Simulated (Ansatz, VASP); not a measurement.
## Two plane-wave programs on MgO

File INCAR:

```
ALGO = Normal ; EDIFF = 1E-7
ENCUT = 520 ; GGA = CA
ISIF = 2 ; ISMEAR = 0
LASPH = T ; LCHARG = F
LREAL = F ; LWAVE = F
NBANDS = 11 ; NELM = 100
PREC = Accurate ; SIGMA = 0.05
```

KPOINTS

```
k-points
0
Gamma
  10 10 10
```

POSCAR

```
MgO
1.0
    0.0000000000      2.1351500000      2.1351500000
    2.1351500000      0.0000000000      2.1351500000
    2.1351500000      2.1351500000      0.0000000000
Mg O
1 1
Direct
    0.0000000000      0.0000000000      0.0000000000
    0.5000000000      0.5000000000      0.4531648830
```

Input for Ansatz:

```yaml
crystal:
  lattice:
    - [0.0, 2.13515, 2.13515]
    - [2.13515, 0.0, 2.13515]
    - [2.13515, 2.13515, 0.0]
  atoms:
    - { symbol: Mg, position: [0.0, 0.0, 0.0] }
    - { symbol: O, position: [0.5, 0.5, 0.453164883] }
basis:
  ecutwfc: 420
kpoints:
  mp_grid: { grid: [10, 10, 10] }
hamiltonian:
  xc: lda
scf:
  occupations: { method: gaussian, width: 0.05 }
output:
  forces: true
  stress: true
  eigenvalues: true
```

Alike in both runs: task single point; functional LDA; k mesh 10 × 10 × 10; occupations gaussian, width 0.05 eV; no spin polarisation.

```csv
,VASP,Ansatz
version,VASP 6.6.1,Ansatz 0.2.0
potentials or method,"VASP PAW LDA potentials, release 64 (Mg, O), cutoff 520 eV","scalar-relativistic, plane waves, PAW"
valence electrons in the cell,8,16
```

```csv
,VASP,Ansatz,Ansatz less VASP
gap on the k mesh at the Fermi level (eV),4.26,4.26,0.000
least direct gap on the mesh (eV),4.26,4.26,0.000
pressure (GPa),-11.6,-10.0,+1.62
"traceless stress, the component that is largest in VASP (GPa)",-1.95,-1.91,+0.041
rms of the force components (eV/Å),0.344,0.334,-0.0100
```

LDA's correlation is that of Perdew and Zunger in VASP and of Perdew and Wang (1992) in Ansatz. Atom by atom the forces differ by 0.010 eV/Å (rms over components). VASP's potentials hold 8 valence electrons a cell and Ansatz's 16, so a difference there can come from the potentials and not from the codes.
